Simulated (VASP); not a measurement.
# PbSe in VASP: a series of runs

The runs below take PbSe through electric field gradients, with PBEsol.

All numbers are computed with VASP 6.6.1; they aren't measurements. Logs are shortened: lines on timing, memory, paths and dates and some standing lists are left out, and cuts for length are marked.

## (1) The cell of the first run

Symmetry: I4/mmm, No. 139, tetragonal system. The conventional cell has a = 4.201 Å, b = 4.201 Å, c = 6.124 Å, α = 90.00°, β = 90.00°, γ = 90.00°. Within 3.9 Å of Pb (site symmetry 4/mmm) lie 6 Se at 2.97 to 3.06 Å. Se (site symmetry 4/mmm) has 6 Pb at 2.97 to 3.06 Å within 3.9 Å.

## (2) Electric field gradients, PBEsol (equal xx and yy strain of -3 %)

Contents of INCAR:

```
PREC     = Accurate       # precision mode
ENCUT    = 520            # plane-wave cutoff, eV
EDIFF    = 1E-8           # SCF threshold, eV
ISMEAR   = -1             # smearing method
SIGMA    = 0.01           # smearing width, eV
LREAL    = False          # projectors in reciprocal space
LASPH    = True           # aspherical terms in the spheres
NELM     = 60             # most SCF steps
ALGO     = Normal         # electronic algorithm
ISIF     = 2              # what is computed and relaxed
LWAVE    = False          # write WAVECAR
LCHARG   = False          # write CHGCAR
GGA      = PS             # functional
LEFG     = True         
NBANDS   = 17             # bands
```

Contents of KPOINTS:

```
regular mesh
0
Gamma
  9 9 9
```

Contents of POSCAR:

```
PbSe
1.0
    0.0000000000      2.9702855000      3.0621500000
    2.9702855000      0.0000000000      3.0621500000
    2.9702855000      2.9702855000      0.0000000000
Pb Se
1 1
Direct
    0.0000000000      0.0000000000      0.0000000000
    0.5000000000      0.5000000000      0.5000000000
```

Potentials or basis: VASP PAW PBE potentials, release 64 (Pb_d, Se).

Run with:

```
$ cat potpaw_PBE.64/Pb_d/POTCAR potpaw_PBE.64/Se/POTCAR > POTCAR
$ mpirun -np 1 vasp_std > vasp.out
```

OUTCAR:

```text
PREC = Accurate
   ENCUT = 520
   EDIFF = 1E-8
   ISMEAR = -1
   LREAL = False
   LASPH = True
   NELM = 60
   ISIF = 2
   GGA = PS

 ion  position               nearest neighbor table
   1  0.000  0.000  0.000-   2 2.97   2 2.97   2 2.97   2 2.97   2 3.06   2 3.06
   2  0.500  0.500  0.500-   1 2.97   1 2.97   1 2.97   1 2.97   1 3.06   1 3.06

  LATTYP: Found a body centered tetragonal cell.
 ALAT       =     4.2006180382
 C/A-ratio  =     1.4579521262

  Lattice vectors:

 A1 = (  -2.9702855000,   0.0000000000,   3.0621500000)
 A2 = (   2.9702855000,   0.0000000000,   3.0621500000)
 A3 = (   0.0000000000,   2.9702855000,  -3.0621500000)

Analysis of symmetry for initial positions (statically):
=====================================================================
 Subroutine PRICEL returns:
 Original cell was already a primitive cell.

 Routine SETGRP: Setting up the symmetry group for a
 body centered tetragonal supercell.

 Subroutine GETGRP returns: Found 16 space group operations
 (whereof 16 operations were pure point group operations)
 out of a pool of 16 trial point group operations.

The static configuration has the point symmetry D_4h.

Analysis of symmetry for dynamics (positions and initial velocities):
=====================================================================
 Subroutine PRICEL returns:
 Original cell was already a primitive cell.

 Routine SETGRP: Setting up the symmetry group for a
 body centered tetragonal supercell.

 Subroutine GETGRP returns: Found 16 space group operations
 (whereof 16 operations were pure point group operations)
 out of a pool of 16 trial point group operations.

The dynamic configuration has the point symmetry D_4h.

 Subroutine INISYM returns: Found 16 space group operations
 (whereof 16 operations are pure point group operations),
 and found     1 'primitive' translations

----------------------------------------------------------------------------------------

                                     Primitive cell

  volume of cell :      54.0322

  direct lattice vectors                    reciprocal lattice vectors
     0.000000000  2.970285500  3.062150000    -0.168333987  0.168333987  0.163283967
[... 122 lines left out ...]

 number of electron      20.0000004 magnetization

 Free energy of the ion-electron system (eV)
  ---------------------------------------------------
  ext. energy  EPLUGINS =         0.00000000
  ---------------------------------------------------
  free energy    TOTEN  =        -8.87636420 eV

  energy without entropy =       -8.87636420  energy(sigma->0) =       -8.87636420

 E-fermi :   5.6849     XC(G=0):  -9.9938

 val. band max:        5.4480250379   @ k =   0.4444  -0.0000   0.0000
 cond. band min:       6.0497448580   @ k =   0.4444  -0.0000   0.0000
 fundamental gap:      0.6017198201
 Fermi energy:         5.6849253143

 k-point     1 :       0.0000    0.0000    0.0000
  band No.  band energies     occupation
      1     -11.2016      2.00000
      2     -11.1911      2.00000
      3     -11.1911      2.00000
      4     -11.1872      2.00000
      5     -11.1848      2.00000
      6      -8.4690      2.00000
[... 457 lines left out ...]
      4     -11.1385      2.00000
      5     -11.1385      2.00000
      6      -6.9474      2.00000
[... 9 lines left out ...]
     16      17.6493      0.00000
     17      18.2837      0.00000

 [... further k-points ...]

------------------------ aborting loop because EDIFF is reached ----------------------------------------

  FORCE on cell =-STRESS in cart. coord.  units (eV):
  Direction    XX          YY          ZZ          XY          YZ          ZX
  --------------------------------------------------------------------------------------
  -------------------------------------------------------------------------------------
  Total        1.5728702      1.5728702      0.0276475      0.0000000      0.0000000      0.0000000
  in kB       46.6391494     46.6391494      0.8198110      0.0000000      0.0000000      0.0000000
  external PRESSURE =      31.3660366 kB  Pullay stress =       0.0000000 kB

 VOLUME and BASIS-vectors are now :
 -----------------------------------------------------------------------------
  energy-cutoff  :      520.00
  volume of cell :       54.03
      direct lattice vectors                 reciprocal lattice vectors
     0.000000000  2.970285500  3.062150000    -0.168333987  0.168333987  0.163283967
     2.970285500  0.000000000  3.062150000     0.168333987 -0.168333987  0.163283967
     2.970285500  2.970285500  0.000000000     0.168333987  0.168333987 -0.163283967

 POSITION                                       TOTAL-FORCE (eV/Angst)
 -----------------------------------------------------------------------------------
      0.00000      0.00000      0.00000         0.000000     -0.000000      0.000000
      2.97029      2.97029      3.06215        -0.000000      0.000000     -0.000000
 -----------------------------------------------------------------------------------
    total drift:                                0.000000     -0.000000     -0.000000

  FREE ENERGIE OF THE ION-ELECTRON SYSTEM (eV)
  ---------------------------------------------------
  free  energy   TOTEN  =        -8.8763642039 eV

  energy  without entropy=       -8.8763642039  energy(sigma->0) =       -8.87636420

 Electric field gradients (V/A^2)
---------------------------------------------------------------------
 ion       V_xx      V_yy      V_zz      V_xy      V_xz      V_yz
---------------------------------------------------------------------
   1     -48.749   -48.749    97.498    -0.002    -0.001    -0.001
   2      -4.464    -4.464     8.929    -0.000    -0.000    -0.000
---------------------------------------------------------------------

 Electric field gradients after diagonalization (V/A^2)
 (convention: |V_zz| > |V_xx| > |V_yy|)
----------------------------------------------------------------------
 ion       V_xx      V_yy      V_zz     asymmetry (V_yy - V_xx)/ V_zz
----------------------------------------------------------------------
   1     -48.750   -48.747    97.498       0.000
   2      -4.465    -4.464     8.929       0.000
----------------------------------------------------------------------

           NMR quadrupolar parameters

 Cq : quadrupolar parameter    Cq=e*Q*V_zz/h
 eta: asymmetry parameters     (V_yy - V_xx)/ V_zz
 Q  : nuclear electric quadrupole moment in mb (millibarn)
----------------------------------------------------------------------
 ion       Cq(MHz)       eta       Q (mb)
----------------------------------------------------------------------
   1       0.236       0.000       1.000
   2       0.022       0.000       1.000
----------------------------------------------------------------------
```

OSZICAR:

```text
N       E                     dE             d eps       ncg     rms          rms(c)
DAV:   1     0.154275101481E+03    0.15428E+03   -0.95781E+03  2550   0.122E+03
DAV:   2     0.185015113253E+01   -0.15242E+03   -0.14716E+03  2716   0.309E+02
DAV:   3    -0.886946963974E+01   -0.10720E+02   -0.10653E+02  3299   0.872E+01
DAV:   4    -0.910392162313E+01   -0.23445E+00   -0.23420E+00  3134   0.142E+01
DAV:   5    -0.911148830351E+01   -0.75667E-02   -0.75661E-02  3671   0.250E+00    0.284E+00
DAV:   6    -0.888432226038E+01    0.22717E+00   -0.53207E-01  4084   0.573E+00    0.168E+00
DAV:   7    -0.887612662447E+01    0.81956E-02   -0.95103E-02  3262   0.164E+00    0.837E-01
DAV:   8    -0.887656806646E+01   -0.44144E-03   -0.88115E-03  3263   0.106E+00    0.907E-02
DAV:   9    -0.887635355296E+01    0.21451E-03   -0.16149E-03  4036   0.408E-01    0.436E-02
DAV:  10    -0.887636551281E+01   -0.11960E-04   -0.11764E-04  2953   0.680E-02    0.151E-02
DAV:  11    -0.887636430846E+01    0.12044E-05   -0.30238E-05  3724   0.569E-02    0.753E-03
DAV:  12    -0.887636419844E+01    0.11001E-06   -0.18532E-06  3383   0.130E-02    0.175E-03
DAV:  13    -0.887636418229E+01    0.16155E-07   -0.58669E-08  3543   0.324E-03    0.730E-04
DAV:  14    -0.887636420151E+01   -0.19221E-07   -0.44633E-08  2998   0.136E-03    0.915E-05
DAV:  15    -0.887636420388E+01   -0.23717E-08   -0.24806E-09  1800   0.290E-04
   1 F= -.88763642E+01 E0= -.88763642E+01  d E =-.284350E-12
```

stdout:

```text
POSCAR found type information on POSCAR PbSe
 POSCAR found :  2 types and       2 ions
 scaLAPACK will be used
 -----------------------------------------------------------------------------
|                                                                             |
|                                                                             |
|     You enforced a specific xc type in the INCAR file but a different       |
|     I HOPE YOU KNOW WHAT YOU ARE DOING!                                     |
|                                                                             |
 -----------------------------------------------------------------------------

 LDA part: xc-table for (Slater+PW92), standard interpolation
 POSCAR, INCAR and KPOINTS ok, starting setup
 FFT: planning ... GRIDC
 FFT: planning ... GRID_SOFT
 FFT: planning ... GRID
 WAVECAR not read
 entering main loop
ion   1

ion   2
```

Run time: 56 s. Hardware: 1 thread of Intel Xeon Platinum 8488C (Sapphire Rapids), shared host; peak memory 0.22 GiB.

What came out:

```yaml
Free_energy: -8.8764 eV
Pressure: 3.1 GPa
Band_gap_on_the_k_mesh: 0.60 eV, direct
```

Electric field gradients, principal values (V/Å²):
| atom | least | middle | greatest (by size) |
| --- | --- | --- | --- |
| 1 Pb | -48.747 | -48.750 | 97.498 |
| 2 Se | -4.464 | -4.465 | 8.929 |

Caveat: the cell differs from its parent crystal (equal xx and yy strain of -3 %); without QUAD_EFG the Cq values of the log hold for a quadrupole moment of 1 mb, not for the nuclei; the PAW data sets were made with another functional, which shifts forces and pressure a little; spin-orbit coupling is left out, which moves the levels of the heavy elements. A k mesh can miss the band edges.

(Continued in part 2 of 2.)
